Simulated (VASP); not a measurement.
Here is a VASP 6.6.1 calculation.

File INCAR:

```
ALGO = Normal ; EDIFF = 1E-7
ENCUT = 520 ; GGA = PE
ISIF = 2 ; ISMEAR = 0
LASPH = True ; LCHARG = False
LREAL = False ; LWAVE = False
NBANDS = 23 ; NELM = 100
PREC = Accurate ; SIGMA = 0.1
```

File KPOINTS:

```
k-points
0
Gamma
  18 18 8
```

Contents of POSCAR:

```
HfN
1.0
    3.1593699058      0.0000000000      0.0000000000
   -1.5796849529      2.7360945984      0.0000000000
    0.0000000000      0.0000000000      5.4508227237
Hf N
2 2
Direct
    0.6666666667      0.3333333333      0.7500000000
    0.3333333333      0.6666666667      0.2500000000
    0.0000000000      0.0000000000      0.0000000000
    0.0000000000      0.0000000000      0.5000000000
```

Potentials or basis: VASP PAW PBE potentials, release 64 (Hf_pv, N).

The run is started by

```bash
$ cat potpaw_PBE.64/Hf_pv/POTCAR potpaw_PBE.64/N/POTCAR > POTCAR
$ mpirun -np 1 vasp_std > vasp.out
```

(1) Estimate the pressure.

(2) What does it give for the band gap on the k mesh?

Results:

(1) -2.2 GPa.

(2) zero (band 15 reaches 9.55 eV, above the bottom of band 16 at 7.30 eV).

Caveat: spin-orbit coupling is left out, which moves the levels of the heavy elements.
